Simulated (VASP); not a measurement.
# SnTe (Fm-3m) in VASP: further runs

The runs below take SnTe through relaxation of cell and atoms, single point, with BLYP+D3(BJ), PBEsol+D3(BJ).

Program: VASP 6.6.1. These are calculated values, not measurements. Logs are shortened: lines on timing, memory, paths and dates and some standing lists are left out, and cuts for length are marked.

## (1) The cell of the first run

It takes space group Fm-3m (No. 225, cubic). Conventional cell: a = 6.302 Å, b = 6.302 Å, c = 6.302 Å, α = 90.00°, β = 90.00°, γ = 90.00°. Te (site symmetry m-3m) has 6 Sn at 3.15 Å within 4.1 Å. Within 4.1 Å of Sn (site symmetry m-3m) lie 6 Te at 3.15 Å.

## (2) Relaxation of cell and atoms, BLYP+D3(BJ)

Input file INCAR:

```
SYSTEM = SnTe
PREC = Accurate
ENCUT = 600
EDIFF = 1E-6
ISMEAR = -1
SIGMA = 0.05
LREAL = .False.
LASPH = .True.
NELM = 60
ALGO = Normal
ISIF = 3
LWAVE = .False.
LCHARG = .False.
GGA = B5
ALDAX = 1.0
AGGAX = 1.0
AGGAC = 1.0
ALDAC = 0.0
IVDW = 12
VDW_S6 = 1.0
VDW_S8 = 2.6996
VDW_A1 = 0.4298
VDW_A2 = 4.2359
IBRION = 2
NSW = 60
EDIFFG = -0.01
```

Input file KPOINTS:

```
regular mesh
0
Gamma
  7 7 7
  0 0 0
```

Input file POSCAR:

```
SnTe
1.0
    0.0000000000      3.1508500000      3.1508500000
    3.1508500000      0.0000000000      3.1508500000
    3.1508500000      3.1508500000      0.0000000000
Te Sn
1 1
Direct
    0.5000000000      0.5000000000      0.5000000000
    0.0000000000      0.0000000000      0.0000000000
```

Potentials or basis: VASP PAW PBE potentials, release 64 (Te, Sn_d).

The run is started by

```console
$ cat potpaw_PBE.64/Te/POTCAR potpaw_PBE.64/Sn_d/POTCAR > POTCAR
$ mpirun -np 1 vasp_std > vasp.out
```

OUTCAR:

```text
SYSTEM = SnTe
   PREC = Accurate
   ENCUT = 600
   EDIFF = 1E-6
   ISMEAR = -1
   LREAL = .False.
   LASPH = .True.
   NELM = 60
   ISIF = 3
   GGA = B5
   IVDW = 12
   IBRION = 2
   NSW = 60
   EDIFFG = -0.01
 IVDW          = 12

 ion  position               nearest neighbor table
   1  0.500  0.500  0.500-   2 3.15   2 3.15   2 3.15   2 3.15   2 3.15   2 3.15
   2  0.000  0.000  0.000-   1 3.15   1 3.15   1 3.15   1 3.15   1 3.15   1 3.15

  LATTYP: Found a face centered cubic cell.
 ALAT       =     6.3017000000

  Lattice vectors:

 A1 = (   0.0000000000,   3.1508500000,   3.1508500000)
 A2 = (   3.1508500000,   0.0000000000,   3.1508500000)
 A3 = (   3.1508500000,   3.1508500000,   0.0000000000)

Analysis of symmetry for initial positions (statically):
[... 33 lines left out ...]
                                     Primitive cell

  volume of cell :      62.5624

  direct lattice vectors                    reciprocal lattice vectors
     0.000000000  3.150850000  3.150850000    -0.158687338  0.158687338  0.158687338
     3.150850000  0.000000000  3.150850000     0.158687338 -0.158687338  0.158687338
     3.150850000  3.150850000  0.000000000     0.158687338  0.158687338 -0.158687338

  length of vectors
     4.455974803  4.455974803  4.455974803     0.274854533  0.274854533  0.274854533

  position of ions in fractional coordinates (direct lattice)
     0.500000000  0.500000000  0.500000000
     0.000000000  0.000000000  0.000000000

  ion indices of the primitive-cell ions
   primitive index   ion index
                 1           1
                 2           2

----------------------------------------------------------------------------------------

 KPOINTS: regular mesh

Automatic generation of k-mesh.
 Grid dimensions read from file:
 generate k-points for:    7    7    7

 Generating k-lattice:

  Cartesian coordinates                     Fractional coordinates (reciprocal lattice)
    -0.022669620  0.022669620  0.022669620     0.142857143  0.000000000  0.000000000
     0.022669620 -0.022669620  0.022669620     0.000000000  0.142857143  0.000000000
     0.022669620  0.022669620 -0.022669620     0.000000000  0.000000000  0.142857143

  Length of vectors
     0.039264933  0.039264933  0.039264933

  Shift w.r.t. Gamma in fractional coordinates (k-lattice)
     0.000000000  0.000000000  0.000000000

 Subroutine IBZKPT returns following result:
 ===========================================

 Found     20 irreducible k-points:

 Following reciprocal coordinates:
            Coordinates               Weight
  0.000000  0.000000  0.000000      1.000000
  0.142857  0.000000  0.000000      8.000000
  0.285714  0.000000  0.000000      8.000000
  0.428571  0.000000  0.000000      8.000000
  0.142857  0.142857  0.000000      6.000000
  0.285714  0.142857  0.000000     24.000000
[... 12 lines left out ...]
 -0.428571  0.428571  0.142857     24.000000
 -0.285714  0.428571  0.142857     24.000000
   k-points           NKPTS =     20   k-points in BZ     NKDIM =     20   number of bands    NBANDS=     14
   number of dos      NEDOS =    301   number of ions     NIONS =      2
   total plane-waves  NPLWV =  46656
   dimension x,y,z NGX =    36 NGY =   36 NGZ =   36
   dimension x,y,z NGXF=    72 NGYF=   72 NGZF=   72
   ions per type =               1   1
   NGX,Y,Z   is equivalent  to a cutoff of  13.43, 13.43, 13.43 a.u.
   NGXF,Y,Z  is equivalent  to a cutoff of  26.86, 26.86, 26.86 a.u.
 SYSTEM =  SnTe
   PREC   = accura    normal or accurate (medium, high low for compatibility)
   ISTART =      0    job   : 0-new  1-cont  2-samecut
   ICHARG =      2    charge: 1-file 2-atom 10-const
   ISPIN  =      1    spin polarized calculation?
   LNONCOLLINEAR =      F non collinear calculations
   LSORBIT =      F    spin-orbit coupling
   LASPH  =      T    aspherical Exc in radial PAW
   ENCUT  =  600.0 eV  44.10 Ry    6.64 a.u.   8.90  8.90  8.90*2*pi/ulx,y,z
   NELM   =     60;   NELMIN=  2; NELMDL= -5     # of ELM steps
   EDIFF  = 0.1E-05   stopping-criterion for ELM
   LREAL  =      F    real-space projection
   EDIFFG = -.1E-01   stopping-criterion for IOM
   NSW    =     60    number of steps for IOM
   IBRION =      2    ionic relax: 0-MD 1-quasi-New 2-CG
   NFREE  =      1    steps in history (QN), initial steepest desc. (CG)
   ISIF   =      3    stress and relaxation
   ISYM   =      2    0-nonsym 1-usesym 2-fastsym
   POTIM  = 0.5000    time-step for ionic-motion
   TEBEG  =    0.0;   TEEND  =   0.0 temperature during run
   PSTRESS=    0.0 pullay stress
   NELECT =      20.0000    total number of electrons
   NUPDOWN=      -1.0000    fix difference up-down
   EMIN   =  10.00;   EMAX   =-10.00  energy-range for DOS
   EFERMI =   0.00;   METHOD = LEGACY
   ISMEAR =    -1;   SIGMA  =   0.05  broadening in eV -4-tet -1-fermi 0-gaus
   EFERMI_NEDOS =   21; number of points for ismear=-14 and -15
   IALGO  =     38    algorithm
   IMIX   =      4    mixing-type and parameters
     AMIX     =   0.40;   BMIX     =  1.00
     AMIX_MAG =   1.60;   BMIX_MAG =  1.00
  volume/ion in A,a.u.               =      31.28       211.10
  Fermi-wavevector in a.u.,A,eV,Ry     =   1.119387  2.115336 17.048485  1.253028
  Thomas-Fermi vector in A             =   2.256026
   LORBIT       =      0    0 simple, 1 ext, 2 COOP (PROOUT), +10 PAW based schemes
   GGA     = B5    functional components
   LHFCALC =     F    Hartree Fock is set to
   AEXX    =    0.0000 exact exchange contribution
   IVDW    =    12    specifies the selected vdW correction
   LEPSILON=     F    determine dielectric tensor
   LRPA    =     F    only Hartree local field effects (RPA)
 conjugate gradient relaxation of ions
 non-spin polarized calculation
  energy-cutoff  :      600.00
  volume of cell :       62.56
 maximum number of plane-waves:      2106
   NGX = 17   NGY = 17   NGZ = 17

--------------------------------------- Ionic step        1  -------------------------------------------

 number of electron      19.9999998 magnetization

 Free energy of the ion-electron system (eV)
  ---------------------------------------------------
  ext. energy  EPLUGINS =         0.00000000
  ---------------------------------------------------
  free energy    TOTEN  =        -6.16884000 eV

  energy without entropy =       -6.16876636  energy(sigma->0) =       -6.16880318

------------------------ aborting loop because EDIFF is reached ----------------------------------------

 Edisp (eV)   -1.89257

 E8    (eV) :    -1.4411

  FORCE on cell =-STRESS in cart. coord.  units (eV):
  Direction    XX          YY          ZZ          XY          YZ          ZX
  --------------------------------------------------------------------------------------
  -------------------------------------------------------------------------------------
  Total       0.42551     0.42551     0.42551     0.00000     0.00000    -0.00000
  in kB      10.89693    10.89693    10.89693     0.00000     0.00000    -0.00000
  external pressure =       10.90 kB  Pullay stress =        0.00 kB

 VOLUME and BASIS-vectors are now :
 -----------------------------------------------------------------------------
  energy-cutoff  :      600.00
  volume of cell :       62.56
      direct lattice vectors                 reciprocal lattice vectors
     0.000000000  3.150850000  3.150850000    -0.158687338  0.158687338  0.158687338
     3.150850000  0.000000000  3.150850000     0.158687338 -0.158687338  0.158687338
     3.150850000  3.150850000  0.000000000     0.158687338  0.158687338 -0.158687338

 POSITION                                       TOTAL-FORCE (eV/Angst)
 -----------------------------------------------------------------------------------
      3.15085      3.15085      3.15085        -0.000000      0.000000      0.000000
      0.00000      0.00000      0.00000         0.000000     -0.000000     -0.000000
 -----------------------------------------------------------------------------------
    total drift:                               -0.000000      0.000000      0.000000
[... 25 lines left out ...]
 VOLUME and BASIS-vectors are now :
 -----------------------------------------------------------------------------
  energy-cutoff  :      600.00
  volume of cell :       64.51
      direct lattice vectors                 reciprocal lattice vectors
    -0.000000000  3.183189674  3.183189674    -0.157075151  0.157075151  0.157075151
     3.183189674  0.000000000  3.183189674     0.157075151 -0.157075151  0.157075151
     3.183189674  3.183189674 -0.000000000     0.157075151  0.157075151 -0.157075151

 POSITION                                       TOTAL-FORCE (eV/Angst)
 -----------------------------------------------------------------------------------
      3.18319      3.18319      3.18319         0.000000      0.000000      0.000000
     -0.00000      3.18319      3.18319        -0.000000     -0.000000     -0.000000
 -----------------------------------------------------------------------------------
    total drift:                               -0.000000     -0.000000      0.000000

  FREE ENERGIE OF THE ION-ELECTRON SYSTEM (eV)
  ---------------------------------------------------
  free  energy   TOTEN  =        -8.0663918955 eV

  energy  without entropy=       -8.0663400865  energy(sigma->0) =       -8.06636599

--------------------------------------- Ionic step        3  -------------------------------------------

 number of electron      20.0000001 magnetization

 Free energy of the ion-electron system (eV)
  ---------------------------------------------------
  ext. energy  EPLUGINS =         0.00000000
  ---------------------------------------------------
  free energy    TOTEN  =        -6.22315992 eV

  energy without entropy =       -6.22310492  energy(sigma->0) =       -6.22313242

 E-fermi :   7.1833     XC(G=0):  -8.7569

 val. band max:        6.8527558136   @ k =   0.4286   0.0000   0.0000
 cond. band min:       7.5438725714   @ k =   0.4286   0.0000   0.0000
 fundamental gap:      0.6911167577
 Fermi energy:         7.1832959845

 k-point     1 :       0.0000    0.0000    0.0000
  band No.  band energies     occupation
      1     -14.7985      2.00000
      2     -14.7985      2.00000
      3     -14.7894      2.00000
      4     -14.7894      2.00000
      5     -14.7894      2.00000
      6      -5.5208      2.00000
      7       2.1826      2.00000
      8       5.0057      2.00000
      9       5.0057      2.00000
     10       5.0057      2.00000
     11      10.3200      0.00000
     12      10.3200      0.00000
     13      10.3200      0.00000
     14      12.1283      0.00000

 k-point     2 :       0.1429    0.0000    0.0000
  band No.  band energies     occupation
      1     -14.7992      2.00000
      2     -14.7992      2.00000
      3     -14.7891      2.00000
      4     -14.7885      2.00000
      5     -14.7884      2.00000
      6      -5.3578      2.00000
      7       1.4092      2.00000
      8       5.0424      2.00000
      9       5.0424      2.00000
     10       5.5364      2.00000
     11       9.5598      0.00000
     12       9.5598      0.00000
     13       9.6134      0.00000
     14      12.1191      0.00000
[... 321 lines left out ...]
 VOLUME and BASIS-vectors are now :
 -----------------------------------------------------------------------------
  energy-cutoff  :      600.00
  volume of cell :       64.14
      direct lattice vectors                 reciprocal lattice vectors
    -0.000000000  3.177089144  3.177089144    -0.157376761  0.157376761  0.157376761
     3.177089144  0.000000000  3.177089144     0.157376761 -0.157376761  0.157376761
     3.177089144  3.177089144 -0.000000000     0.157376761  0.157376761 -0.157376761

 POSITION                                       TOTAL-FORCE (eV/Angst)
 -----------------------------------------------------------------------------------
      3.17709      3.17709      3.17709        -0.000000     -0.000000     -0.000000
      0.00000      0.00000      0.00000         0.000000      0.000000      0.000000
 -----------------------------------------------------------------------------------
    total drift:                               -0.000000      0.000000      0.000000

  FREE ENERGIE OF THE ION-ELECTRON SYSTEM (eV)
  ---------------------------------------------------
  free  energy   TOTEN  =        -8.0666907042 eV

  energy  without entropy=       -8.0666357075  energy(sigma->0) =       -8.06666321

 reached required accuracy - stopping structural energy minimisation
```

It took 65 s on 1 thread of Intel Xeon 6975P-C (Granite Rapids), shared host; peak memory 0.22 GiB.

What came out:

| Property | Result |
| --- | --- |
| Free energy | -8.0667 eV |
| Relaxed volume | 32.07 Å³/atom |
| Relaxed cell | a = 4.493 Å, b = 4.493 Å, c = 4.493 Å, α = 60.00°, β = 60.00°, γ = 60.00° |
| Space group after relaxing (to 0.05 Å) | Fm-3m (No. 225) |
| Energy gained by relaxing | 2.6 meV/atom |
| Ionic steps | 3 |
| Pressure after relaxing | 0.0 GPa |
| Dispersion energy per atom | -0.922 eV |

The path:
| step | energy change (eV) | largest force (eV/Å) | pressure (GPa) | volume (Å³) |
| --- | --- | --- | --- | --- |
| 1 | 0.0000 | 0.0000 | 1.09 | 62.56 |
| 2 | -0.0050 | 0.0000 | -0.24 | 64.51 |
| 3 | -0.0053 | 0.0000 | -0.01 | 64.14 |

Final structure:
```xyz
2
Lattice="0.0000 3.1771 3.1771 3.1771 0.0000 3.1771 3.1771 3.1771 0.0000" Properties=species:S:1:pos:R:3 pbc="T T T"
Te    3.1771    3.1771    3.1771
Sn    0.0000    0.0000    0.0000
```

Levels at points of the mesh, in eV from the Fermi level:
```tsv
k point	band 6	band 7	band 8	band 9	band 10	band 11	band 12	band 13	band 14
(0.00, 0.00, 0.00)	-12.70	-5.00	-2.18	-2.18	-2.18	3.14	3.14	3.14	4.95
```

Caveat: this odd mesh misses L, where the gap lies, so gap, dielectric constants and Born charges aren't listed; the PAW data sets were made with another functional, which shifts forces and pressure a little; spin-orbit coupling is left out, which moves the levels of the heavy elements. Zero-point motion and thermal expansion aren't in these numbers.

(Continued in part 2 of 2.)
